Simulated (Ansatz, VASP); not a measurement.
# Two plane-wave programs on Ir

Contents of INCAR:

```
PREC     = Accurate       # precision mode
ENCUT    = 560            # plane-wave cutoff, eV
EDIFF    = 1E-6           # SCF threshold, eV
ISMEAR   = 0              # smearing method
SIGMA    = 0.15           # smearing width, eV
LREAL    = F              # projectors in reciprocal space
LASPH    = T              # aspherical terms in the spheres
NELM     = 120            # most SCF steps
ALGO     = Normal         # electronic algorithm
ISIF     = 2              # what is computed and relaxed
LWAVE    = F              # write WAVECAR
LCHARG   = T              # write CHGCAR
GGA      = CA             # functional
LELF     = T              # ELF
LVHAR    = T            
NBANDS   = 14             # bands
GGA_COMPAT= F
```

KPOINTS

```
regular mesh
0
Gamma
  22 22 22
```

File POSCAR:

```
Ir
1.0
    0.0000000000      2.0237188411      1.7341246749
    2.0237188411      0.0000000000      1.7341246749
    2.0237188411      2.0237188411      0.0000000000
Ir
1
Direct
    0.0000000000      0.0000000000      0.0000000000
```

Input for Ansatz:

```yaml
crystal:
  lattice:
    - [0.0, 2.0237188411, 1.7341246749]
    - [2.0237188411, 0.0, 1.7341246749]
    - [2.0237188411, 2.0237188411, 0.0]
  atoms:
    - { symbol: Ir, position: [0.0, 0.0, 0.0] }
basis:
  ecutwfc: 420
kpoints:
  mp_grid: { grid: [22, 22, 22] }
hamiltonian:
  xc: lda
  pseudopotentials: { kind: paw, azcp: { folder: soft_1 } }
scf:
  occupations: { method: gaussian, width: 0.15 }
output:
  forces: true
  stress: true
  eigenvalues: true
```

Alike in both runs: task single point; functional LDA; k mesh 22 × 22 × 22; occupations gaussian, width 0.15 eV; no spin polarisation.

|  | VASP | Ansatz |
| --- | --- | --- |
| version | VASP 6.6.1 | Ansatz 0.2.0 |
| potentials or method | VASP PAW LDA potentials, release 64 (Ir_sv_GW), cutoff 560 eV | scalar-relativistic, plane waves, PAW |
| valence electrons in the cell | 17 | 17 |

VASP gave:

```
gap on the k mesh at the Fermi level (eV)                     : none
pressure (GPa)                                                : -5.7
traceless stress, the component that is largest in VASP (GPa) : 30.17
```

Q: Estimate Ansatz's values.

A: gap on the k mesh at the Fermi level (eV): none; pressure (GPa): -5.3; traceless stress, the component that is largest in VASP (GPa): 30.34.

Ansatz warns that its potentials were made for another functional, while VASP's fit it. LDA's correlation is that of Perdew and Zunger in VASP and of Perdew and Wang (1992) in Ansatz. A gap of «none» marks a metal or a gap that the smearing closes.

Neither program's run includes spin-orbit coupling.
